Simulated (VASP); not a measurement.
Wanted: the native input for a VASP 6.6.1 run.

```yaml
Task: single point
Functional: PBE
Potentials_or_basis: VASP PAW PBE potentials, release 64 (Sb)
Cutoff: 520 eV
k_mesh: 13 × 13 × 13
Occupations: fermi-dirac, width 0.05 eV
Spin: no spin polarisation
Dipole_correction: no
Further_INCAR_settings: ALGO = Normal; EDIFF = 1e-07; NBANDS = 8
```

The structure of Sb lies in POSCAR:

```
Sb
1.0
    3.1809277622      0.0000000000      0.0000000000
    0.0000000000      3.1809277622      0.0000000000
    0.0000000000      0.0000000000      3.1809277622
Sb
1
Direct
    0.0000000000      0.0000000000      0.0000000000
```

This cell differs from its parent crystal: volume scaled by 1.02.

One way to write it, as run:

INCAR

```
SYSTEM = Sb
ALGO = Normal
EDIFF = 1E-7
ENCUT = 520
GGA = PE
ISIF = 2
ISMEAR = -1
LASPH = .TRUE.
LCHARG = .FALSE.
LREAL = .FALSE.
LWAVE = .FALSE.
NBANDS = 8
NELM = 60
PREC = Accurate
SIGMA = 0.05
```

KPOINTS

```
k-points
0
G
  13 13 13
  0 0 0
```

Potentials or basis: VASP PAW PBE potentials, release 64 (Sb).

Command:

```bash
$ cat potpaw_PBE.64/Sb/POTCAR > POTCAR
$ mpirun -np 1 vasp_std > vasp.out
```

Results of the run:

```
Pressure : -3.4 GPa
```

Wall time 5.7 s on 1 thread of Intel(R) Xeon(R) Platinum 8488C (Sapphire Rapids), on a shared host, peak memory 0.15 GiB.
